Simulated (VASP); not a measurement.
Here is a VASP 6.6.1 calculation.

Contents of INCAR:

```
PREC = Accurate
ENCUT = 520
EDIFF = 1E-7
ISMEAR = 0
SIGMA = 0.15
LREAL = False
LASPH = True
NELM = 80
ALGO = Fast
ISIF = 2
LWAVE = False
LCHARG = False
GGA = PS
NBANDS = 36
```

KPOINTS

```
Automatic mesh
0
Gamma
  10 10 10
```

Contents of POSCAR:

```
CoSi
1.0
    4.3858255181      0.0000000000      0.0000000000
    0.0000000000      4.3858255181      0.0000000000
    0.0000000000      0.0000000000      4.2542507526
Co Si
4 4
Direct
    0.1456446764      0.1456446764      0.1456446764
    0.3543553236      0.8543553236      0.6456446764
    0.6456446764      0.3543553236      0.8543553236
    0.8543553236      0.6456446764      0.3543553236
    0.8433288500      0.8433288500      0.8433288500
    0.6566711500      0.1566711500      0.3433288500
    0.3433288500      0.6566711500      0.1566711500
    0.1566711500      0.3433288500      0.6566711500
```

Potentials or basis: VASP PAW PBE potentials, release 64 (Co, Si).

Command:

```bash
$ cat potpaw_PBE.64/Co/POTCAR potpaw_PBE.64/Si/POTCAR > POTCAR
$ mpirun -np 1 vasp_std > vasp.out
```

Problem. Estimate the pressure.

Solution. 8.6 GPa.

Problem. Estimate the largest force.

Solution. 0.097 eV/Å.

Problem. Predict the band gap on the k mesh.

Solution. Zero (bands 26 and 27 overlap by 0.25 eV).

Forces on the atoms (eV/Å):
```
Co   0.007  0.014  0.096
Co  -0.007 -0.014  0.096
Co   0.007 -0.014 -0.096
Co  -0.007  0.014 -0.096
Si  -0.014  0.038  0.066
Si   0.014 -0.038  0.066
Si  -0.014 -0.038 -0.066
Si   0.014  0.038 -0.066
```

Caveat: the cell differs from its parent crystal (strain +0.000 along x and y, -0.030 along z); the stress differs along the axes, from 5 to 15 GPa; the PAW data sets were made with another functional, which shifts forces and pressure a little; the run has no spin polarisation, though such a crystal can be magnetic. Spin polarisation is off, so any magnetic state and its effect on volume and gap are missing.
